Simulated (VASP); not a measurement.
# Al (I4mm) in VASP: notebook

Al is run at these levels: PBEsol; tasks: single point.

Program: VASP 6.6.1. These are calculated values, not measurements. Logs are shortened: lines on timing, memory, paths and dates and some standing lists are left out, and cuts for length are marked.

## Step 1: The cell of the first run

Symmetry: I4mm, No. 107, tetragonal system. Conventional cell: a = 6.425 Å, b = 6.425 Å, c = 6.425 Å, α = 90.00°, β = 90.00°, γ = 90.00°. Al (site symmetry 4mm) has 5 Al at 2.04 to 2.31 Å within 2.7 Å. Al (site symmetry m) has 13 Al at 2.31 to 3.21 Å within 3.3 Å. Within 3.9 Å of Al (site symmetry 2mm) lie 16 Al at 2.78 to 3.81 Å. Within 2.8 Å of Al (site symmetry 4mm) lie 9 Al at 2.04 to 2.78 Å.

## Step 2: Single point, PBEsol (atom 1 (Al) moved by -1.170 Å along [1 0 0] and +0.000 Å along [0 1 0])

The input, INCAR:

```
  ALGO = Fast
  EDIFF = 1E-7
  ENCUT = 520
  GGA = PS
  ISIF = 2
  ISMEAR = 0
  LASPH = T
  LCHARG = F
  LREAL = F
  LWAVE = F
  NBANDS = 22
  NELM = 60
  PREC = Accurate
  SIGMA = 0.15
```

The input, KPOINTS:

```
k-points
0
Gamma
  10 10 10
```

The input, POSCAR:

```
Al
1.0
    3.2126361663      3.2126361663      3.2126361663
   -3.2126361663     -3.2126361663      3.2126361663
    3.2126361663     -3.2126361663     -3.2126361663
Al
8
Direct
   -0.1820934490      0.5000000000      0.3179065510
    0.0000000000      0.0000000000      0.5000000000
    0.0000000000      0.5000000000      0.0000000000
    0.0000000000      0.0000000000      0.0000000000
    0.5000000000      0.5000000000      0.5000000000
    0.5000000000      0.0000000000      0.5000000000
    0.5000000000      0.5000000000      0.0000000000
    0.5000000000      0.0000000000      0.0000000000
```

Potentials or basis: VASP PAW PBE potentials, release 64 (Al).

Launch:

```console
> cat potpaw_PBE.64/Al/POTCAR > POTCAR
> mpirun -np 1 vasp_std > vasp.out
```

OUTCAR:

```text
EDIFF = 1E-7
   ENCUT = 520
   GGA = PS
   ISIF = 2
   ISMEAR = 0
   LASPH = T
   LREAL = F
   NELM = 60
   PREC = Accurate

 ion  position               nearest neighbor table
   1  0.818  0.500  0.318-   7 2.04   3 2.31   5 2.31   2 2.31   8 2.31
   2  0.000  0.000  0.500-   1 2.31   6 2.78   7 2.78   4 2.78   4 2.78   6 2.78   7 2.78   5 3.21
                             3 3.21   8 3.21   8 3.21   5 3.21   3 3.21
   3  0.000  0.500  0.000-   1 2.31   4 2.78   6 2.78   7 2.78   4 2.78   7 2.78   6 2.78   2 3.21
                             2 3.21   5 3.21   5 3.21   8 3.21   8 3.21
   4  0.000  0.000  0.000-   2 2.78   3 2.78   5 2.78   8 2.78   2 2.78   3 2.78   8 2.78   5 2.78
                             7 3.21   6 3.21   7 3.21   6 3.21
   5  0.500  0.500  0.500-   1 2.31   4 2.78   6 2.78   7 2.78   7 2.78   6 2.78   4 2.78   3 3.21
                             2 3.21   8 3.21   3 3.21   2 3.21   8 3.21
   6  0.500  0.000  0.500-   2 2.78   3 2.78   5 2.78   8 2.78   8 2.78   5 2.78   2 2.78   3 2.78
                             7 3.21   7 3.21   4 3.21   4 3.21
   7  0.500  0.500  0.000-   1 2.04   2 2.78   3 2.78   5 2.78   8 2.78   5 2.78   8 2.78   3 2.78
                             2 2.78   6 3.21   6 3.21   4 3.21   4 3.21
   8  0.500  0.000  0.000-   1 2.31   4 2.78   6 2.78   7 2.78   6 2.78   7 2.78   4 2.78   5 3.21
                             3 3.21   5 3.21   2 3.21   2 3.21   3 3.21

  LATTYP: Found a body centered cubic cell.
 ALAT       =     6.4252723326

  Lattice vectors:

 A1 = (   3.2126361663,   3.2126361663,   3.2126361663)
 A2 = (  -3.2126361663,  -3.2126361663,   3.2126361663)
 A3 = (   3.2126361663,  -3.2126361663,  -3.2126361663)

Analysis of symmetry for initial positions (statically):
=====================================================================
 Subroutine PRICEL returns:
 Original cell was already a primitive cell.

 Routine SETGRP: Setting up the symmetry group for a
 body centered cubic supercell.

 Subroutine GETGRP returns: Found  8 space group operations
 (whereof  4 operations were pure point group operations)
 out of a pool of 48 trial point group operations.

The static configuration has the point symmetry C_2v.
 The point group associated with its full space group is C_4v.

Analysis of symmetry for dynamics (positions and initial velocities):
=====================================================================
 Subroutine PRICEL returns:
 Original cell was already a primitive cell.

 Routine SETGRP: Setting up the symmetry group for a
 body centered cubic supercell.

 Subroutine GETGRP returns: Found  8 space group operations
 (whereof  4 operations were pure point group operations)
 out of a pool of 48 trial point group operations.

The dynamic configuration has the point symmetry C_2v.
 The point group associated with its full space group is C_4v.

 Subroutine INISYM returns: Found  8 space group operations
 (whereof  4 operations are pure point group operations),
 and found     1 'primitive' translations

----------------------------------------------------------------------------------------

                                     Primitive cell

  volume of cell :     132.6309

  direct lattice vectors                    reciprocal lattice vectors
     3.212636166  3.212636166  3.212636166     0.155635427  0.000000000  0.155635427
    -3.212636166 -3.212636166  3.212636166     0.000000000 -0.155635427  0.155635427
     3.212636166 -3.212636166 -3.212636166     0.155635427 -0.155635427  0.000000000

  length of vectors
     5.564449066  5.564449066  5.564449066     0.220101731  0.220101731  0.220101731

  position of ions in fractional coordinates (direct lattice)
     0.817906551  0.500000000  0.317906551
     0.000000000  0.000000000  0.500000000
     0.000000000  0.500000000  0.000000000
     0.000000000  0.000000000  0.000000000
     0.500000000  0.500000000  0.500000000
     0.500000000  0.000000000  0.500000000
     0.500000000  0.500000000  0.000000000
     0.500000000  0.000000000  0.000000000

  ion indices of the primitive-cell ions
   primitive index   ion index
                 1           1
                 2           2
                 3           3
                 4           4
                 5           5
                 6           6
                 7           7
                 8           8

----------------------------------------------------------------------------------------

 KPOINTS: k-points

Automatic generation of k-mesh.
 Grid dimensions read from file:
 generate k-points for:   10   10   10

 Generating k-lattice:

  Cartesian coordinates                     Fractional coordinates (reciprocal lattice)
     0.015563543  0.000000000  0.015563543     0.100000000  0.000000000  0.000000000
     0.000000000 -0.015563543  0.015563543     0.000000000  0.100000000  0.000000000
     0.015563543 -0.015563543  0.000000000     0.000000000  0.000000000  0.100000000

  Length of vectors
     0.022010173  0.022010173  0.022010173

  Shift w.r.t. Gamma in fractional coordinates (k-lattice)
     0.000000000  0.000000000  0.000000000

 Subroutine IBZKPT returns following result:
 ===========================================

 Found    102 irreducible k-points:

 Following reciprocal coordinates:
            Coordinates               Weight
  0.000000  0.000000  0.000000      1.000000
  0.100000  0.000000  0.000000      8.000000
  0.000000  0.100000  0.000000      4.000000
  0.200000  0.000000  0.000000      8.000000
  0.000000  0.200000  0.000000      4.000000
  0.300000  0.000000  0.000000      8.000000
[... 16 lines left out ...]
  0.200000  0.200000  0.000000     16.000000
  0.200000  0.000000  0.200000      8.000000
 [... further k-points ...]
   k-points           NKPTS =    102   k-points in BZ     NKDIM =    102   number of bands    NBANDS=     22
   number of dos      NEDOS =    301   number of ions     NIONS =      8
   total plane-waves  NPLWV =  74088
   dimension x,y,z NGX =    42 NGY =   42 NGZ =   42
   dimension x,y,z NGXF=    84 NGYF=   84 NGZF=   84
   ions per type =               8
   NGX,Y,Z   is equivalent  to a cutoff of  12.55, 12.55, 12.55 a.u.
   NGXF,Y,Z  is equivalent  to a cutoff of  25.10, 25.10, 25.10 a.u.
 SYSTEM =  unknown system
   PREC   = accura    normal or accurate (medium, high low for compatibility)
   ISTART =      0    job   : 0-new  1-cont  2-samecut
   ICHARG =      2    charge: 1-file 2-atom 10-const
   ISPIN  =      1    spin polarized calculation?
   LNONCOLLINEAR =      F non collinear calculations
   LSORBIT =      F    spin-orbit coupling
   LASPH  =      T    aspherical Exc in radial PAW
   ENCUT  =  520.0 eV  38.22 Ry    6.18 a.u.  10.35 10.35 10.35*2*pi/ulx,y,z
   NELM   =     60;   NELMIN=  2; NELMDL= -5     # of ELM steps
   EDIFF  = 0.1E-06   stopping-criterion for ELM
   LREAL  =      F    real-space projection
   EDIFFG = 0.1E-05   stopping-criterion for IOM
   NSW    =      0    number of steps for IOM
   IBRION =     -1    ionic relax: 0-MD 1-quasi-New 2-CG
   NFREE  =      0    steps in history (QN), initial steepest desc. (CG)
   ISIF   =      2    stress and relaxation
   ISYM   =      2    0-nonsym 1-usesym 2-fastsym
   POTIM  = 0.5000    time-step for ionic-motion
   TEBEG  =    0.0;   TEEND  =   0.0 temperature during run
   PSTRESS=    0.0 pullay stress
   NELECT =      24.0000    total number of electrons
   NUPDOWN=      -1.0000    fix difference up-down
   EMIN   =  10.00;   EMAX   =-10.00  energy-range for DOS
   EFERMI =   0.00;   METHOD = LEGACY
   ISMEAR =     0;   SIGMA  =   0.15  broadening in eV -4-tet -1-fermi 0-gaus
   EFERMI_NEDOS =   21; number of points for ismear=-14 and -15
   IALGO  =     68    algorithm
   IMIX   =      4    mixing-type and parameters
     AMIX     =   0.40;   BMIX     =  1.00
     AMIX_MAG =   1.60;   BMIX_MAG =  1.00
  volume/ion in A,a.u.               =      16.58       111.88
  Fermi-wavevector in a.u.,A,eV,Ry     =   0.925970  1.749830 11.665920  0.857421
  Thomas-Fermi vector in A             =   2.051882
   LORBIT       =      0    0 simple, 1 ext, 2 COOP (PROOUT), +10 PAW based schemes
   GGA     = PS    functional components
   LHFCALC =     F    Hartree Fock is set to
   AEXX    =    0.0000 exact exchange contribution
   IVDW    =     0    specifies the selected vdW correction
   LEPSILON=     F    determine dielectric tensor
   LRPA    =     F    only Hartree local field effects (RPA)
 non-spin polarized calculation
 RMM-DIIS sequential band-by-band and
 Gauss-broadening in eV      SIGMA  =   0.15
  energy-cutoff  :      520.00
  volume of cell :      132.63
 maximum number of plane-waves:      3593
 NGX is ok and might be reduce to    42
   NGX = 21   NGY = 21   NGZ = 21

 number of electron      23.9999999 magnetization

 Free energy of the ion-electron system (eV)
  ---------------------------------------------------
  ext. energy  EPLUGINS =         0.00000000
  ---------------------------------------------------
  free energy    TOTEN  =       -28.23845864 eV

  energy without entropy =      -28.20419666  energy(sigma->0) =      -28.22132765

 E-fermi :   7.7585     XC(G=0): -10.1721

 val. band max:        7.7574855664   @ k =  -0.1000   0.1000   0.1000
 cond. band min:       7.7586194061   @ k =   0.2000   0.3000   0.2000
 fundamental gap:      0.0011338397
 Fermi energy:         7.7585352923

 k-point     1 :       0.0000    0.0000    0.0000
  band No.  band energies     occupation
      1      -3.4894      2.00000
      2       2.0544      2.00000
      3       2.6375      2.00000
      4       2.6375      2.00000
      5       3.3688      2.00000
      6       3.6246      2.00000
[... 14 lines left out ...]
     21      15.0670      0.00000
     22      15.1324      0.00000

 k-point     2 :       0.1000    0.0000    0.0000
  band No.  band energies     occupation
      1      -3.4229      2.00000
      2       1.6285      2.00000
      3       2.3972      2.00000
      4       2.5543      2.00000
      5       3.0654      2.00000
      6       3.3875      2.00000
[... 542 lines left out ...]
 k-point    24 :       0.2000    0.0000    0.2000
  band No.  band energies     occupation
      1      -2.7266      2.00000
      2       0.0785      2.00000
      3       0.3106      2.00000
      4       1.9393      2.00000
      5       2.7401      2.00000
      6       2.9664      2.00000
[... 14 lines left out ...]
     21      12.6826      0.00000
     22      13.5194      0.00000

 [... further k-points ...]

------------------------ aborting loop because EDIFF is reached ----------------------------------------

  FORCE on cell =-STRESS in cart. coord.  units (eV):
  Direction    XX          YY          ZZ          XY          YZ          ZX
  --------------------------------------------------------------------------------------
  -------------------------------------------------------------------------------------
  Total       12.8986311      9.0580233      9.0580233      0.0000000      0.0000000      0.0000000
  in kB      155.8151131    109.4206758    109.4206758      0.0000000      0.0000000      0.0000000
  external PRESSURE =     124.8854883 kB  Pullay stress =       0.0000000 kB

 VOLUME and BASIS-vectors are now :
 -----------------------------------------------------------------------------
  energy-cutoff  :      520.00
  volume of cell :      132.63
      direct lattice vectors                 reciprocal lattice vectors
     3.212636166  3.212636166  3.212636166     0.155635427  0.000000000  0.155635427
    -3.212636166 -3.212636166  3.212636166     0.000000000 -0.155635427  0.155635427
     3.212636166 -3.212636166 -3.212636166     0.155635427 -0.155635427  0.000000000

 POSITION                                       TOTAL-FORCE (eV/Angst)
 -----------------------------------------------------------------------------------
      2.04264      0.00000      3.21264         8.965748     -0.000000     -0.000000
      1.60632     -1.60632     -1.60632        -0.539458     -1.761685      1.761685
     -1.60632     -1.60632      1.60632        -0.539458      1.761685      1.761685
      0.00000      0.00000      0.00000        -0.112292     -0.000000     -0.000000
      1.60632     -1.60632      1.60632        -0.539458     -1.761685     -1.761685
      3.21264      0.00000      0.00000        -0.112292     -0.000000     -0.000000
      0.00000      0.00000      3.21264        -6.583332     -0.000000     -0.000000
      1.60632      1.60632      1.60632        -0.539458      1.761685     -1.761685
 -----------------------------------------------------------------------------------
    total drift:                               -0.000002      0.000000     -0.000000

  FREE ENERGIE OF THE ION-ELECTRON SYSTEM (eV)
  ---------------------------------------------------
  free  energy   TOTEN  =       -28.2384586438 eV

  energy  without entropy=      -28.2041966561  energy(sigma->0) =      -28.22132765
```

Wall time 5.8 min (1 thread of Intel Xeon Platinum 8259CL at 2.50GHz (Skylake/Cascade Lake), shared host); peak memory 0.37 GiB.

What came out:

```yaml
Free_energy: -28.2385 eV
Pressure: 12.5 GPa
Largest_force: 8.966 eV/Å
Band_gap_on_the_k_mesh: zero (bands 12 and 13 overlap by 3.33 eV)
```

Forces on the atoms (eV/Å):
```
Al   8.966  0.000  0.000
Al  -0.539 -1.762  1.762
Al  -0.539  1.762  1.762
Al  -0.112  0.000  0.000
Al  -0.539 -1.762 -1.762
Al  -0.112  0.000  0.000
Al  -6.583  0.000  0.000
Al  -0.539  1.762 -1.762
```

Caveat: the cell differs from its parent crystal (atom 1 (Al) moved by -1.170 Å along [1 0 0] and +0.000 Å along [0 1 0]); the cell stands under pressure; the PAW data sets were made with another functional, which shifts forces and pressure a little.

(Continued in part 2 of 3.)
